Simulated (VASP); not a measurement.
# SnO2 (P1) in VASP: single point with PBE

Aim: the single point of SnO2 with PBE.

Program: VASP 6.6.1. These are calculated values, not measurements. Logs are shortened: lines on timing, memory, paths and dates and some standing lists are left out, and cuts for length are marked.

## Step 1: The cell of the first run

The typed cell holds 6 atoms: a = 4.828 Å, b = 4.828 Å, c = 3.238 Å, α = 90.00°, β = 90.00°, γ = 90.00°.

## Step 2: Single point, PBE (atom 1 (Sn) moved by (-0.200, -0.100) A along x and z)

File INCAR:

```
  PREC = Accurate
  ENCUT = 520
  EDIFF = 1E-6
  ISMEAR = 0
  SIGMA = 0.05
  LREAL = False
  LASPH = True
  NELM = 100
  ALGO = Normal
  ISIF = 2
  LWAVE = False
  LCHARG = False
  GGA = PE
  NBANDS = 35
```

File KPOINTS:

```
Automatic mesh
0
Gamma
  6 6 8
```

File POSCAR:

```
SnO2
1.0
    4.8277049961      0.0000000000      0.0000000000
    0.0000000000      4.8277049961      0.0000000000
    0.0000000000      0.0000000000      3.2379909406
Sn O
2 4
Direct
   -0.0414275520      0.0000000000     -0.0308833477
    0.5000000000      0.5000000000      0.5000000000
    0.3066050863      0.3066050863      0.0000000000
    0.1933949137      0.8066050863      0.5000000000
    0.6933949137      0.6933949137      0.0000000000
    0.8066050863      0.1933949137      0.5000000000
```

Potentials or basis: VASP PAW PBE potentials, release 64 (Sn_d, O).

Launch:

```
> cat potpaw_PBE.64/Sn_d/POTCAR potpaw_PBE.64/O/POTCAR > POTCAR
> mpirun -np 1 vasp_std > vasp.out
```

OUTCAR:

```text
PREC = Accurate
   ENCUT = 520
   EDIFF = 1E-6
   ISMEAR = 0
   LREAL = False
   LASPH = True
   NELM = 100
   ISIF = 2
   GGA = PE

 ion  position               nearest neighbor table
   1  0.959  0.000  0.969-   6 1.93   5 1.96   6 2.09   4 2.11   3 2.24   4 2.26   2 3.61   2 3.61
                             2 3.70   2 3.70
   2  0.500  0.500  0.500-   3 2.09   5 2.09   3 2.09   5 2.09   4 2.09   6 2.09   1 3.61   1 3.61
                             1 3.70   1 3.70
   3  0.307  0.307  0.000-   2 2.09   2 2.09   1 2.24
   4  0.193  0.807  0.500-   2 2.09   1 2.11   1 2.26
   5  0.693  0.693  0.000-   1 1.96   2 2.09   2 2.09
   6  0.807  0.193  0.500-   1 1.93   1 2.09   2 2.09

  LATTYP: Found a simple tetragonal cell.
 ALAT       =     4.8277049961
 C/A-ratio  =     0.6707101911

  Lattice vectors:

 A1 = (   4.8277049961,   0.0000000000,   0.0000000000)
 A2 = (   0.0000000000,   4.8277049961,   0.0000000000)
 A3 = (   0.0000000000,   0.0000000000,   3.2379909406)

Analysis of symmetry for initial positions (statically):
=====================================================================
 Subroutine PRICEL returns:
 Original cell was already a primitive cell.

 Routine SETGRP: Setting up the symmetry group for a
 simple tetragonal supercell.

 Subroutine GETGRP returns: Found  1 space group operations
 (whereof  1 operations were pure point group operations)
 out of a pool of 16 trial point group operations.

The static configuration has the point symmetry C_1 .

Analysis of symmetry for dynamics (positions and initial velocities):
=====================================================================
 Subroutine PRICEL returns:
 Original cell was already a primitive cell.

 Routine SETGRP: Setting up the symmetry group for a
 simple tetragonal supercell.

 Subroutine GETGRP returns: Found  1 space group operations
 (whereof  1 operations were pure point group operations)
 out of a pool of 16 trial point group operations.

The dynamic configuration has the point symmetry C_1 .

 Subroutine INISYM returns: Found  1 space group operations
 (whereof  1 operations are pure point group operations),
 and found     1 'primitive' translations

----------------------------------------------------------------------------------------

                                     Primitive cell

[... 98 lines left out ...]
   EDIFF  = 0.1E-05   stopping-criterion for ELM
   LREAL  =      F    real-space projection
   EDIFFG = 0.1E-04   stopping-criterion for IOM
   NSW    =      0    number of steps for IOM
   IBRION =     -1    ionic relax: 0-MD 1-quasi-New 2-CG
   NFREE  =      0    steps in history (QN), initial steepest desc. (CG)
   ISIF   =      2    stress and relaxation
   ISYM   =      2    0-nonsym 1-usesym 2-fastsym
   POTIM  = 0.5000    time-step for ionic-motion
   TEBEG  =    0.0;   TEEND  =   0.0 temperature during run
   PSTRESS=    0.0 pullay stress
   NELECT =      52.0000    total number of electrons
   NUPDOWN=      -1.0000    fix difference up-down
   EMIN   =  10.00;   EMAX   =-10.00  energy-range for DOS
   EFERMI =   0.00;   METHOD = LEGACY
   ISMEAR =     0;   SIGMA  =   0.05  broadening in eV -4-tet -1-fermi 0-gaus
   EFERMI_NEDOS =   21; number of points for ismear=-14 and -15
   IALGO  =     38    algorithm
   IMIX   =      4    mixing-type and parameters
     AMIX     =   0.40;   BMIX     =  1.00
     AMIX_MAG =   1.60;   BMIX_MAG =  1.00
  volume/ion in A,a.u.               =      12.58        84.88
  Fermi-wavevector in a.u.,A,eV,Ry     =   1.445962  2.732472 28.447149  2.090806
  Thomas-Fermi vector in A             =   2.564085
   LORBIT       =      0    0 simple, 1 ext, 2 COOP (PROOUT), +10 PAW based schemes
   GGA     = PE    functional components
   LHFCALC =     F    Hartree Fock is set to
   AEXX    =    0.0000 exact exchange contribution
   IVDW    =     0    specifies the selected vdW correction
   LEPSILON=     F    determine dielectric tensor
   LRPA    =     F    only Hartree local field effects (RPA)
 non-spin polarized calculation
 Gauss-broadening in eV      SIGMA  =   0.05
  energy-cutoff  :      520.00
  volume of cell :       75.47
 maximum number of plane-waves:      2068
   NGX = 17   NGY = 17   NGZ = 13

 number of electron      51.9999996 magnetization

 Free energy of the ion-electron system (eV)
  ---------------------------------------------------
  ext. energy  EPLUGINS =         0.00000000
  ---------------------------------------------------
  free energy    TOTEN  =       -36.78972505 eV

  energy without entropy =      -36.78972505  energy(sigma->0) =      -36.78972505

 E-fermi :   5.9858     XC(G=0): -10.9738

 val. band max:        5.8027934913   @ k =   0.0000   0.0000   0.0000
 cond. band min:       6.1688007418   @ k =   0.0000   0.0000   0.0000
 fundamental gap:      0.3660072504
 Fermi energy:         5.9858131178

 k-point     1 :       0.0000    0.0000    0.0000
  band No.  band energies     occupation
      1     -15.6815      2.00000
      2     -14.9523      2.00000
      3     -14.7528      2.00000
      4     -14.7033      2.00000
      5     -14.6299      2.00000
      6     -14.6133      2.00000
[... 901 lines left out ...]
     34      17.1702      0.00000
     35      17.6061      0.00000

 [... further k-points ...]

------------------------ aborting loop because EDIFF is reached ----------------------------------------

  FORCE on cell =-STRESS in cart. coord.  units (eV):
  Direction    XX          YY          ZZ          XY          YZ          ZX
  --------------------------------------------------------------------------------------
  -------------------------------------------------------------------------------------
  Total        0.4402075      2.3197230      2.0634301      0.6984437     -1.2880955      0.6723453
  in kB        9.3456808     49.2481173     43.8069754     14.8280794    -27.3464877     14.2740056
  external PRESSURE =      34.1335912 kB  Pullay stress =       0.0000000 kB

 VOLUME and BASIS-vectors are now :
 -----------------------------------------------------------------------------
  energy-cutoff  :      520.00
  volume of cell :       75.47
      direct lattice vectors                 reciprocal lattice vectors
     4.827704996  0.000000000  0.000000000     0.207137760  0.000000000  0.000000000
     0.000000000  4.827704996  0.000000000     0.000000000  0.207137760  0.000000000
     0.000000000  0.000000000  3.237990941     0.000000000  0.000000000  0.308833477

 POSITION                                       TOTAL-FORCE (eV/Angst)
 -----------------------------------------------------------------------------------
      4.62770      0.00000      3.13799         4.285121     -0.334206      1.985939
      2.41385      2.41385      1.61900        -1.728563     -0.004149     -0.013761
      1.48020      1.48020      0.00000        -0.121738     -0.307436     -0.059373
      0.93365      3.89405      1.61900        -0.674639      0.453633     -0.373843
      3.34751      3.34751      0.00000        -0.701097     -0.935612      0.030868
      3.89405      0.93365      1.61900        -1.059085      1.127770     -1.569829
 -----------------------------------------------------------------------------------
    total drift:                               -0.000055     -0.000106      0.000249

  FREE ENERGIE OF THE ION-ELECTRON SYSTEM (eV)
  ---------------------------------------------------
  free  energy   TOTEN  =       -36.7897250513 eV

  energy  without entropy=      -36.7897250510  energy(sigma->0) =      -36.78972505
```

OSZICAR:

```text
N       E                     dE             d eps       ncg     rms          rms(c)
DAV:   1     0.633021587255E+03    0.63302E+03   -0.25140E+04 11369   0.232E+03
DAV:   2     0.575309687666E+02   -0.57549E+03   -0.54318E+03 11192   0.604E+02
DAV:   3    -0.380651508562E+02   -0.95596E+02   -0.93911E+02 11292   0.207E+02
DAV:   4    -0.429516409776E+02   -0.48865E+01   -0.48486E+01 13113   0.509E+01
DAV:   5    -0.430776179232E+02   -0.12598E+00   -0.12576E+00 12501   0.866E+00    0.159E+01
DAV:   6    -0.367284038538E+02    0.63492E+01   -0.18079E+01 16634   0.674E+01    0.613E+00
DAV:   7    -0.368269504156E+02   -0.98547E-01   -0.21474E+00 11793   0.829E+00    0.323E+00
DAV:   8    -0.367950894597E+02    0.31861E-01   -0.18104E-01 13873   0.405E+00    0.818E-01
DAV:   9    -0.367886512555E+02    0.64382E-02   -0.27445E-02 17253   0.262E+00    0.148E-01
DAV:  10    -0.367895026233E+02   -0.85137E-03   -0.55652E-03 13393   0.489E-01    0.107E-01
DAV:  11    -0.367897111511E+02   -0.20853E-03   -0.32457E-04 15195   0.184E-01    0.297E-02
DAV:  12    -0.367897253947E+02   -0.14244E-04   -0.52274E-05 12350   0.602E-02    0.106E-02
DAV:  13    -0.367897250513E+02    0.34334E-06   -0.89566E-06 12987   0.225E-02
   1 F= -.36789725E+02 E0= -.36789725E+02  d E =-.297967E-09
```

Wall time 2.6 min (1 thread of Intel Xeon Platinum 8488C (Sapphire Rapids), shared host); peak memory 0.39 GiB.

Results:

| Quantity | Value |
| --- | --- |
| Free energy | -36.7897 eV |
| Pressure | 3.4 GPa |
| Largest force | 4.735 eV/Å |
| Band gap on the k mesh | 0.37 eV |

Forces in eV/Å, atoms in the order of the input:
```
Sn   4.285 -0.334  1.986
Sn  -1.729 -0.004 -0.014
O   -0.122 -0.307 -0.059
O   -0.675  0.454 -0.374
O   -0.701 -0.936  0.031
O   -1.059  1.128 -1.570
```

Stress tensor (GPa, compression positive):
```
 0.93  1.48  1.43
 1.48  4.92 -2.73
 1.43 -2.73  4.38
```

Levels at points of the mesh, in eV from the valence-band top:
```tsv
k point	band 24	band 25	band 26	band 27	band 28	band 29
(0.00, 0.00, 0.00)	-1.06	-0.95	0.00	0.37	5.04	5.77
(0.50, 0.00, 0.00)	-1.49	-0.96	-0.30	3.47	3.64	6.36
(0.00, 0.50, 0.00)	-1.10	-0.88	-0.69	3.46	3.59	6.48
(0.50, 0.50, 0.00)	-1.21	-1.01	-0.91	3.87	3.96	6.83
(0.00, 0.00, 0.50)	-2.12	-1.16	-1.00	5.23	5.29	8.70
(0.50, 0.00, 0.50)	-1.16	-0.93	-0.77	5.47	5.53	7.30
(0.00, 0.50, 0.50)	-1.43	-0.69	-0.60	5.46	5.52	7.32
(0.50, 0.50, 0.50)	-1.46	-0.73	-0.54	4.04	4.07	8.26
```

Caveat: the cell differs from its parent crystal (atom 1 (Sn) moved by (-0.200, -0.100) A along x and z); the cell stands under pressure; spin-orbit coupling is left out, which moves the levels of the heavy elements; forces of over 1 eV/Å act on the atoms, so gaps and moduli don't describe the material at rest.
